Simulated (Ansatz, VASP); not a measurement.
## Sn in VASP and in Ansatz

```
Sn
1.0
     0.00000    3.23334    3.23334
     3.23334    0.00000    3.23334
     3.23334    3.23334    0.00000
Sn
2
Direct
  0.75000 0.75000 0.75000
  0.50000 0.50000 0.50000
```

Alike in both runs: task relaxation of cell and atoms; functional PBE; k mesh 5 × 5 × 5; occupations fermi-dirac, width 0.05 eV; no spin polarisation.

|  | VASP | Ansatz |
| --- | --- | --- |
| version | VASP 6.6.1 | Ansatz 0.2.0 |
| potentials or method | VASP PAW PBE potentials, release 64 (Sn_d), cutoff 600 eV | all-electron LAPW, scalar-relativistic |

Ansatz gave:

```
relaxed volume (Å³/atom)                                     : 36.98
relaxed cell length with the largest relative difference (Å) : 4.712
```

Estimate VASP's values.

relaxed volume (Å³/atom): 36.96; relaxed cell length with the largest relative difference (Å): 4.711.

Ansatz ran all-electron here, and VASP with PAW potentials.

Noted on Ansatz's run: the k mesh is thin for a metal, which can move the energy by tens of meV per atom.
